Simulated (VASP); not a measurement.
## SiC: electric field gradients with LDA

**Measured values to compare with.**

From “Insight into the structural, elastic and electronic properties of a new orthorhombic 6O-SiC polytype”, 2020, pmc:7200658, for a bulk crystal of SiC: band gap 2.4 eV (indirect).

Crystal: SiC.

```
Si C
1.0
     0.00000    2.17400    2.17400
     2.17400    0.00000    2.17400
     2.17400    2.17400    0.00000
Si C
1 1
Direct
  0.00000 0.00000 0.00000
  0.75000 0.75000 0.75000
```

- Program: VASP 6.6.1
- Task: electric field gradients
- Functional: LDA
- Potentials or basis: VASP PAW LDA potentials, release 64 (Si, C)
- Cutoff: 520 eV
- k mesh: 16 × 16 × 16
- Occupations: fermi-dirac, width 0.05 eV
- Spin: no spin polarisation
- Dipole correction: no
- Further INCAR settings: ALGO = Normal; EDIFF = 1e-08; NBANDS = 11; ISYM = 0

```json
{
  "Pressure": "-2.5 GPa",
  "Band gap on the k mesh": "1.30 eV, indirect (least direct gap 4.51 eV)"
}
```

Levels at points of the mesh, in eV from the valence-band top:
| k point | band 2 | band 3 | band 4 | band 5 | band 6 | band 7 |
| --- | --- | --- | --- | --- | --- | --- |
| (0.00, 0.00, 0.00) | 0.00 | 0.00 | 0.00 | 6.37 | 7.24 | 7.24 |
| (0.50, 0.00, 0.00) | -8.59 | -1.06 | -1.06 | 5.45 | 7.16 | 7.16 |
| (0.00, 0.50, 0.00) | -8.59 | -1.06 | -1.06 | 5.45 | 7.16 | 7.16 |
| (0.00, 0.00, 0.50) | -8.59 | -1.06 | -1.06 | 5.45 | 7.16 | 7.16 |
| (0.50, 0.50, 0.50) | -8.59 | -1.06 | -1.06 | 5.45 | 7.16 | 7.16 |
| (0.50, 0.50, 0.00) | -7.83 | -3.21 | -3.21 | 1.30 | 4.21 | 13.91 |
| (0.00, 0.50, 0.50) | -7.83 | -3.21 | -3.21 | 1.30 | 4.21 | 13.91 |
| (0.50, 0.00, 0.50) | -7.83 | -3.21 | -3.21 | 1.30 | 4.21 | 13.91 |

Wall time 6.6 min on 1 thread of Intel Xeon 8259CL, with other jobs on the host, peak memory 0.51 GiB.

Measured gap of SiC: 2.4 eV (indirect; quoted in “Insight into the structural, elastic and electronic properties of a new orthorhombic 6O-SiC polytype”, 2020, pmc:7200658). This calculation gives 1.30 eV (-1.10 eV). The value is that of LDA on a finite k mesh, which can miss the band edges, without temperature or zero-point motion. Semilocal functionals fall short of measured gaps as a rule.

Caveat: without QUAD_EFG the Cq values of the log hold for a quadrupole moment of 1 mb, not for the nuclei.
